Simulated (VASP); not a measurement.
Wanted: the native input for a VASP 6.6.1 run.

```yaml
Task: single point
Functional: PBEsol
Potentials_or_basis: VASP PAW PBE potentials, release 64 (W_sv)
Cutoff: 520 eV
k_mesh: 10 × 10 × 10
Occupations: gaussian, width 0.15 eV
Spin: no spin polarisation
Dipole_correction: no
Further_INCAR_settings: ALGO = Fast; EDIFF = 1e-06; NBANDS = 66
```

The structure of W lies in POSCAR:

```
W
1.0
    0.0000000000      4.0600000000      4.0600000000
    4.0600000000      0.0000000000      4.0600000000
    4.0600000000      4.0600000000      0.0000000000
W
8
Direct
   -0.0142204500     -0.0142204500     -0.0142204500
    0.0000000000      0.0000000000      0.5000000000
    0.0000000000      0.5000000000      0.0000000000
    0.0000000000      0.5000000000      0.5000000000
    0.5000000000      0.0000000000      0.0000000000
    0.5000000000      0.0000000000      0.5000000000
    0.5000000000      0.5000000000      0.0000000000
    0.5000000000      0.5000000000      0.5000000000
```

This cell differs from its parent crystal: atom 1 (W) moved -0.200 Å along Cartesian [1 1 1].

One way to write it, as run:

INCAR

```
PREC = Accurate ; ENCUT = 520
EDIFF = 1E-6 ; ISMEAR = 0
SIGMA = 0.15 ; LREAL = False
LASPH = True ; NELM = 80
ALGO = Fast ; ISIF = 2
LWAVE = False ; LCHARG = False
GGA = PS ; NBANDS = 66
```

KPOINTS

```
regular mesh
0
Gamma
  10 10 10
```

Potentials or basis: VASP PAW PBE potentials, release 64 (W_sv).

Launch:

```sh
$ cat potpaw_PBE.64/W_sv/POTCAR > POTCAR
$ mpirun -np 1 vasp_std > vasp.out
```

Results of the run:

```yaml
Pressure: -11.1 GPa
Largest_force: 1.567 eV/Å
Band_gap_on_the_k_mesh: zero (bands 56 and 57 overlap by 0.78 eV)
```

Caveat: the cell differs from its parent crystal (atom 1 (W) moved -0.200 Å along Cartesian [1 1 1]); the cell stands under tension; the PAW data sets were made with another functional, which shifts forces and pressure a little; spin-orbit coupling is left out, which moves the levels of the heavy elements.

Wall time 23 min on 1 thread of Oxide Virtual Turin-like Processor, on a shared host, peak memory 0.75 GiB.
